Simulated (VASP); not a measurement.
# Cr (I4/mmm) in VASP: notebook, part 2 of 2

VASP 6.6.1. Earlier steps stand in the parts before.

### 3 Single point, PBEsol (strain -0.0250 x Voigt [1, 0, 0, 0, 0, 0])

INCAR

```
ALGO = Fast ; EDIFF = 1E-6
ENCUT = 520 ; GGA = PS
ISIF = 2 ; ISMEAR = 0
LASPH = True ; LCHARG = False
LREAL = False ; LWAVE = False
NBANDS = 12 ; NELM = 100
PREC = Accurate ; SIGMA = 0.15
```

KPOINTS

```
k-points
0
Gamma
  24 24 24
```

POSCAR

```
Cr
1.0
   -1.4059012500      1.4419500000      1.4419500000
    1.4059012500     -1.4419500000      1.4419500000
    1.4059012500      1.4419500000     -1.4419500000
Cr
1
Direct
    0.0000000000      0.0000000000      0.0000000000
```

Potentials or basis: VASP PAW PBE potentials, release 64 (Cr_pv).

Command:

```console
$ cat potpaw_PBE.64/Cr_pv/POTCAR > POTCAR
$ mpirun -np 1 vasp_std > vasp.out
```

OUTCAR:

```text
EDIFF = 1E-6
   ENCUT = 520
   GGA = PS
   ISIF = 2
   ISMEAR = 0
   LASPH = True
   LREAL = False
   NELM = 100
   PREC = Accurate

 ion  position               nearest neighbor table
   1  0.000  0.000  0.000-

  LATTYP: Found a body centered tetragonal cell.
 ALAT       =     2.8839000000
 C/A-ratio  =     0.9750000000

  Lattice vectors:

 A1 = (  -1.4059012500,   1.4419500000,  -1.4419500000)
 A2 = (  -1.4059012500,  -1.4419500000,   1.4419500000)
 A3 = (   1.4059012500,   1.4419500000,   1.4419500000)

Analysis of symmetry for initial positions (statically):
=====================================================================
 Subroutine PRICEL returns:
 Original cell was already a primitive cell.

 Routine SETGRP: Setting up the symmetry group for a
 body centered tetragonal supercell.

 Subroutine GETGRP returns: Found 16 space group operations
 (whereof 16 operations were pure point group operations)
 out of a pool of 16 trial point group operations.

The static configuration has the point symmetry D_4h.

Analysis of symmetry for dynamics (positions and initial velocities):
=====================================================================
 Subroutine PRICEL returns:
 Original cell was already a primitive cell.

 Routine SETGRP: Setting up the symmetry group for a
 body centered tetragonal supercell.

 Subroutine GETGRP returns: Found 16 space group operations
 (whereof 16 operations were pure point group operations)
 out of a pool of 16 trial point group operations.

The dynamic configuration has the point symmetry D_4h.

 Subroutine INISYM returns: Found 16 space group operations
 (whereof 16 operations are pure point group operations),
 and found     1 'primitive' translations

----------------------------------------------------------------------------------------

                                     Primitive cell

  volume of cell :      11.6927

  direct lattice vectors                    reciprocal lattice vectors
    -1.405901250  1.441950000  1.441950000     0.000000000  0.346752661  0.346752661
     1.405901250 -1.441950000  1.441950000     0.355643755  0.000000000  0.346752661
     1.405901250  1.441950000 -1.441950000     0.355643755  0.346752661  0.000000000

  length of vectors
     2.476892797  2.476892797  2.476892797     0.490382316  0.496709058  0.496709058

  position of ions in fractional coordinates (direct lattice)
     0.000000000  0.000000000  0.000000000

  ion indices of the primitive-cell ions
   primitive index   ion index
                 1           1

----------------------------------------------------------------------------------------

 KPOINTS: k-points

Automatic generation of k-mesh.
 Grid dimensions read from file:
 generate k-points for:   24   24   24

 Generating k-lattice:

  Cartesian coordinates                     Fractional coordinates (reciprocal lattice)
     0.000000000  0.014448028  0.014448028     0.041666667  0.000000000  0.000000000
     0.014818490  0.000000000  0.014448028    -0.000000000  0.041666667  0.000000000
     0.014818490  0.014448028  0.000000000    -0.000000000  0.000000000  0.041666667

  Length of vectors
     0.020432597  0.020696211  0.020696211

  Shift w.r.t. Gamma in fractional coordinates (k-lattice)
     0.000000000  0.000000000  0.000000000

 Subroutine IBZKPT returns following result:
 ===========================================

 Found   1063 irreducible k-points:

 Following reciprocal coordinates:
            Coordinates               Weight
  0.000000  0.000000  0.000000      1.000000
  0.041667  0.000000  0.000000      4.000000
  0.083333  0.000000  0.000000      4.000000
  0.125000  0.000000  0.000000      4.000000
  0.166667  0.000000  0.000000      4.000000
  0.208333  0.000000  0.000000      4.000000
[... 16 lines left out ...]
  0.375000  0.041667  0.000000     16.000000
  0.416667  0.041667  0.000000     16.000000
 [... further k-points ...]
   k-points           NKPTS =   1063   k-points in BZ     NKDIM =   1063   number of bands    NBANDS=     12
   number of dos      NEDOS =    301   number of ions     NIONS =      1
   total plane-waves  NPLWV =   5832
   dimension x,y,z NGX =    18 NGY =   18 NGZ =   18
   dimension x,y,z NGXF=    36 NGYF=   36 NGZF=   36
   ions per type =               1
   NGX,Y,Z   is equivalent  to a cutoff of  12.08, 12.08, 12.08 a.u.
   NGXF,Y,Z  is equivalent  to a cutoff of  24.16, 24.16, 24.16 a.u.
 SYSTEM =  unknown system
   PREC   = accura    normal or accurate (medium, high low for compatibility)
   ISTART =      0    job   : 0-new  1-cont  2-samecut
   ICHARG =      2    charge: 1-file 2-atom 10-const
   ISPIN  =      1    spin polarized calculation?
   LNONCOLLINEAR =      F non collinear calculations
   LSORBIT =      F    spin-orbit coupling
   LASPH  =      T    aspherical Exc in radial PAW
   ENCUT  =  520.0 eV  38.22 Ry    6.18 a.u.   4.61  4.61  4.61*2*pi/ulx,y,z
   NELM   =    100;   NELMIN=  2; NELMDL= -5     # of ELM steps
   EDIFF  = 0.1E-05   stopping-criterion for ELM
   LREAL  =      F    real-space projection
   EDIFFG = 0.1E-04   stopping-criterion for IOM
   NSW    =      0    number of steps for IOM
   IBRION =     -1    ionic relax: 0-MD 1-quasi-New 2-CG
   NFREE  =      0    steps in history (QN), initial steepest desc. (CG)
   ISIF   =      2    stress and relaxation
   ISYM   =      2    0-nonsym 1-usesym 2-fastsym
   POTIM  = 0.5000    time-step for ionic-motion
   TEBEG  =    0.0;   TEEND  =   0.0 temperature during run
   PSTRESS=    0.0 pullay stress
   NELECT =      12.0000    total number of electrons
   NUPDOWN=      -1.0000    fix difference up-down
   EMIN   =  10.00;   EMAX   =-10.00  energy-range for DOS
   EFERMI =   0.00;   METHOD = LEGACY
   ISMEAR =     0;   SIGMA  =   0.15  broadening in eV -4-tet -1-fermi 0-gaus
   EFERMI_NEDOS =   21; number of points for ismear=-14 and -15
   IALGO  =     68    algorithm
   IMIX   =      4    mixing-type and parameters
     AMIX     =   0.40;   BMIX     =  1.00
     AMIX_MAG =   1.60;   BMIX_MAG =  1.00
  volume/ion in A,a.u.               =      11.69        78.91
  Fermi-wavevector in a.u.,A,eV,Ry     =   1.651316  3.120535 37.100970  2.726844
  Thomas-Fermi vector in A             =   2.740116
   LORBIT       =      0    0 simple, 1 ext, 2 COOP (PROOUT), +10 PAW based schemes
   GGA     = PS    functional components
   LHFCALC =     F    Hartree Fock is set to
   AEXX    =    0.0000 exact exchange contribution
   IVDW    =     0    specifies the selected vdW correction
   LEPSILON=     F    determine dielectric tensor
   LRPA    =     F    only Hartree local field effects (RPA)
 non-spin polarized calculation
 RMM-DIIS sequential band-by-band and
 Gauss-broadening in eV      SIGMA  =   0.15
  energy-cutoff  :      520.00
  volume of cell :       11.69
 maximum number of plane-waves:       333
   NGX =  9   NGY =  9   NGZ =  9

 number of electron      11.9999989 magnetization

 Free energy of the ion-electron system (eV)
  ---------------------------------------------------
  ext. energy  EPLUGINS =         0.00000000
  ---------------------------------------------------
  free energy    TOTEN  =       -10.21834129 eV

  energy without entropy =      -10.21101609  energy(sigma->0) =      -10.21467869

 E-fermi :  10.6603     XC(G=0): -13.7623

 val. band max:       10.6573972500   @ k =  -0.1667   0.2083   0.0833
 cond. band min:      10.6627950971   @ k =   0.3333  -0.2917   0.2083
 fundamental gap:      0.0053978471
 Fermi energy:        10.6603050273

 k-point     1 :       0.0000    0.0000    0.0000
  band No.  band energies     occupation
      1     -31.9536      2.00000
      2     -31.9536      2.00000
      3     -31.9401      2.00000
      4       2.8121      2.00000
      5       9.6198      2.00000
      6       9.8300      2.00000
      7       9.8300      2.00000
      8      11.6337      0.00000
      9      11.8523      0.00000
     10      17.7263      0.00000
     11      32.6572      0.00000
     12      32.6616      0.00000
[... 331 lines left out ...]
 k-point    24 :       0.4167    0.0417    0.0000
  band No.  band energies     occupation
      1     -32.8109      2.00000
      2     -32.2037      2.00000
      3     -31.9548      2.00000
      4       6.3184      2.00000
      5       8.4527      2.00000
      6      10.8678      0.05048
      7      11.6139      0.00000
      8      12.1092      0.00000
      9      13.4125      0.00000
     10      17.7242      0.00000
     11      20.9286      0.00000
     12      28.0073      0.00000

 [... further k-points ...]

------------------------ aborting loop because EDIFF is reached ----------------------------------------

  FORCE on cell =-STRESS in cart. coord.  units (eV):
  Direction    XX          YY          ZZ          XY          YZ          ZX
  --------------------------------------------------------------------------------------
  -------------------------------------------------------------------------------------
  Total       -0.4785291     -1.1204400     -1.1204400     -0.0000000      0.0000000      0.0000000
  in kB      -65.5697778   -153.5267224   -153.5267224     -0.0000000      0.0000000      0.0000000
  external PRESSURE =    -124.2077409 kB  Pullay stress =       0.0000000 kB

 VOLUME and BASIS-vectors are now :
 -----------------------------------------------------------------------------
  energy-cutoff  :      520.00
  volume of cell :       11.69
      direct lattice vectors                 reciprocal lattice vectors
    -1.405901250  1.441950000  1.441950000     0.000000000  0.346752661  0.346752661
     1.405901250 -1.441950000  1.441950000     0.355643755  0.000000000  0.346752661
     1.405901250  1.441950000 -1.441950000     0.355643755  0.346752661  0.000000000

 POSITION                                       TOTAL-FORCE (eV/Angst)
 -----------------------------------------------------------------------------------
      0.00000      0.00000      0.00000        -0.000000      0.000000      0.000000
 -----------------------------------------------------------------------------------
    total drift:                                0.000000      0.000000     -0.000000

  FREE ENERGIE OF THE ION-ELECTRON SYSTEM (eV)
  ---------------------------------------------------
  free  energy   TOTEN  =       -10.2183412858 eV

  energy  without entropy=      -10.2110160863  energy(sigma->0) =      -10.21467869
```

OSZICAR:

```text
N       E                     dE             d eps       ncg     rms          rms(c)
DAV:   1     0.799337291680E+02    0.79934E+02   -0.71053E+03 25664   0.119E+03
DAV:   2    -0.109077846297E+02   -0.90842E+02   -0.87648E+02 26032   0.298E+02
DAV:   3    -0.121285639109E+02   -0.12208E+01   -0.12134E+01 28344   0.413E+01
DAV:   4    -0.121349239495E+02   -0.63600E-02   -0.63599E-02 27264   0.298E+00
DAV:   5    -0.121349994770E+02   -0.75527E-04   -0.75527E-04 27836   0.300E-01    0.137E+01
RMM:   6    -0.102500777416E+02    0.18849E+01   -0.47447E+00 27295   0.256E+01    0.218E+00
RMM:   7    -0.102309308313E+02    0.19147E-01   -0.82110E-02 28612   0.348E+00    0.114E+00
RMM:   8    -0.102190771125E+02    0.11854E-01   -0.10975E-02 29679   0.114E+00    0.260E-01
RMM:   9    -0.102183151035E+02    0.76201E-03   -0.26352E-03 29263   0.685E-01    0.344E-02
RMM:  10    -0.102183430854E+02   -0.27982E-04   -0.21787E-04 30233   0.219E-01    0.119E-02
RMM:  11    -0.102183415449E+02    0.15405E-05   -0.20901E-05 29407   0.670E-02    0.307E-03
RMM:  12    -0.102183412858E+02    0.25902E-06   -0.46418E-06 22112   0.291E-02
   1 F= -.10218341E+02 E0= -.10214679E+02  d E =-.732520E-02
```

stdout:

```text
POSCAR found type information on POSCAR Cr
 POSCAR found :  1 types and       1 ions
 scaLAPACK will be used
 -----------------------------------------------------------------------------
|                                                                             |
|                                                                             |
|     You enforced a specific xc type in the INCAR file but a different       |
|     I HOPE YOU KNOW WHAT YOU ARE DOING!                                     |
|                                                                             |
 -----------------------------------------------------------------------------

 LDA part: xc-table for (Slater+PW92), standard interpolation
 POSCAR, INCAR and KPOINTS ok, starting setup
 FFT: planning ... GRIDC
 FFT: planning ... GRID_SOFT
 FFT: planning ... GRID
 WAVECAR not read
 entering main loop
WARNING in EDDRMM: call to ZHEGV failed, returncode =   6  3     12
WARNING in EDDRMM: call to ZHEGV failed, returncode =   8  4     10
WARNING in EDDRMM: call to ZHEGV failed, returncode =   6  3     10
WARNING in EDDRMM: call to ZHEGV failed, returncode =   6  3      9
```

It took 52 s on 1 thread of Intel Xeon 6975P-C (Granite Rapids), shared host; peak memory 0.24 GiB.

Results:

```
Free energy            : -10.2183 eV
Pressure               : -12.4 GPa
Band gap on the k mesh : zero (band 6 reaches 13.06 eV, above the bottom of band 7 at 9.81 eV)
```

Caveat: the cell differs from its parent crystal (strain -0.0250 x Voigt [1, 0, 0, 0, 0, 0]); the PAW data sets were made with another functional, which shifts forces and pressure a little; the run has no spin polarisation, though such a crystal can be magnetic. Spin polarisation is off, so any magnetic state and its effect on volume and gap are missing.
